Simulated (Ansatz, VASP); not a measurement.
# Two plane-wave programs on PtSe2

Contents of INCAR:

```
PREC = Accurate
ENCUT = 520
EDIFF = 1E-6
ISMEAR = -1
SIGMA = 0.05
LREAL = F
LASPH = T
NELM = 100
ALGO = Normal
ISIF = 2
LWAVE = F
LCHARG = F
GGA = B5
ALDAX = 1.0
AGGAX = 1.0
AGGAC = 1.0
ALDAC = 0.0
IVDW = 12
VDW_S6 = 1.0
VDW_S8 = 2.6996
VDW_A1 = 0.4298
VDW_A2 = 4.2359
NBANDS = 18
```

The input KPOINTS:

```
regular mesh
0
Gamma
  8 8 5
```

POSCAR

```
PtSe2
1.0
    3.6479786689      0.0000000000      0.0000000000
   -1.8239893344      3.1592421997      0.0000000000
    0.0000000000      0.0000000000      4.9586648823
Pt Se
1 2
Direct
    0.0000000000      0.0000000000      0.0000000000
    0.6666666667      0.3333333333      0.7500000000
    0.3333333333      0.6666666667      0.2500000000
```

Contents of input.yaml:

```yaml
crystal:
  lattice:
    - [3.6479786689, 0.0, 0.0]
    - [-1.8239893344, 3.1592421997, 0.0]
    - [0.0, 0.0, 4.9586648823]
  atoms:
    - { symbol: Pt, position: [0.0, 0.0, 0.0] }
    - { symbol: Se, position: [0.6666666667, 0.3333333333, 0.75] }
    - { symbol: Se, position: [0.3333333333, 0.6666666667, 0.25] }
hamiltonian:
  xc: blyp
  pseudopotentials: { kind: paw }
  dispersion: d3bj
kpoints:
  mp_grid: { grid: [8, 8, 5] }
scf:
  occupations: { method: fermi_dirac, width: 0.05 }
output:
  forces: true
  stress: true
  eigenvalues: true
```

Alike in both runs: task single point; functional BLYP; dispersion D3(BJ); k mesh 8 × 8 × 5; occupations fermi-dirac, width 0.05 eV; no spin polarisation.

```csv
,VASP,Ansatz
version,VASP 6.6.1,Ansatz 0.2.0
potentials or method,"VASP PAW PBE potentials, release 64 (Pt, Se)",Ansatz PAW
plane-wave cutoff (eV),520,420
valence electrons in the cell,22,50
```

```tsv
	VASP	Ansatz	Ansatz less VASP
gap on the k mesh at the Fermi level (eV)	none	none	-
pressure (GPa)	16.9	16.0	-0.90
traceless stress, the component that is largest in VASP (GPa)	-4.65	-4.41	+0.241
rms of the force components (eV/Å)	0.983	0.940	-0.0427
```

VASP's potentials were made for PBE, not for BLYP. Atom by atom the forces differ by 0.043 eV/Å (rms over components). A gap of «none» marks a metal or a gap that the smearing closes. VASP's potentials hold 22 valence electrons a cell and Ansatz's 50, so a difference there can come from the potentials and not from the codes.

Neither program's run includes spin-orbit coupling.
